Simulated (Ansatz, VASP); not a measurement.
## W in VASP and in Ansatz

The input POSCAR:

```
W
1.0
   -1.6423178603      1.6423178603      1.5109324315
    1.6423178603     -1.6423178603      1.5109324315
    1.6423178603      1.6423178603     -1.5109324315
W
1
Direct
    0.0000000000      0.0000000000      0.0000000000
```

File INCAR.step1:

```
SYSTEM = W
PREC = Accurate
ENCUT = 520
ISMEAR = 0
SIGMA = 0.15
LREAL = .FALSE.
LASPH = .TRUE.
NELM = 100
NBANDS = 13
GGA = PE
ALGO = Normal
EDIFF = 1E-4
LWAVE = .TRUE.
LCHARG = .FALSE.
```

The input INCAR.step2:

```
SYSTEM = W
PREC = Accurate
ENCUT = 520
EDIFF = 1E-6
ISMEAR = 0
SIGMA = 0.15
LREAL = .FALSE.
LASPH = .TRUE.
NELM = 100
ALGO = Normal
ISIF = 2
LWAVE = .FALSE.
LCHARG = .FALSE.
METAGGA = R2SCAN
LMIXTAU = .TRUE.
NBANDS = 13
ISTART = 1
```

KPOINTS

```
regular mesh
0
G
  24 24 24
  0 0 0
```

Input for Ansatz:

```yaml
crystal:
  lattice:
    - [-1.6423178603, 1.6423178603, 1.5109324315]
    - [1.6423178603, -1.6423178603, 1.5109324315]
    - [1.6423178603, 1.6423178603, -1.5109324315]
  atoms:
    - { symbol: W, position: [0.0, 0.0, 0.0] }
basis:
  ecutwfc: 500
kpoints:
  mp_grid: { grid: [24, 24, 24] }
hamiltonian:
  xc: r2scan
scf:
  occupations: { method: gaussian, width: 0.15 }
output:
  forces: true
  stress: true
  eigenvalues: true
```

Alike in both runs: task single point; functional r2SCAN; k mesh 24 × 24 × 24; occupations gaussian, width 0.15 eV; no spin polarisation.

|  | VASP | Ansatz |
| --- | --- | --- |
| version | VASP 6.6.1 | Ansatz 0.2.0 |
| potentials or method | VASP PAW PBE potentials, release 64 (W_sv), cutoff 520 eV | scalar-relativistic, plane waves, PAW |
| valence electrons in the cell | 14 | 14 |

```csv
,VASP,Ansatz,Ansatz less VASP
gap on the k mesh at the Fermi level (eV),none,none,-
pressure (GPa),-5.2,-6.3,-1.10
"traceless stress, the component that is largest in VASP (GPa)",18.54,18.58,+0.040
```

VASP's potentials were made for PBE, not for r2SCAN. A gap of «none» marks a metal or a gap that the smearing closes.

Spin-orbit coupling is off throughout.
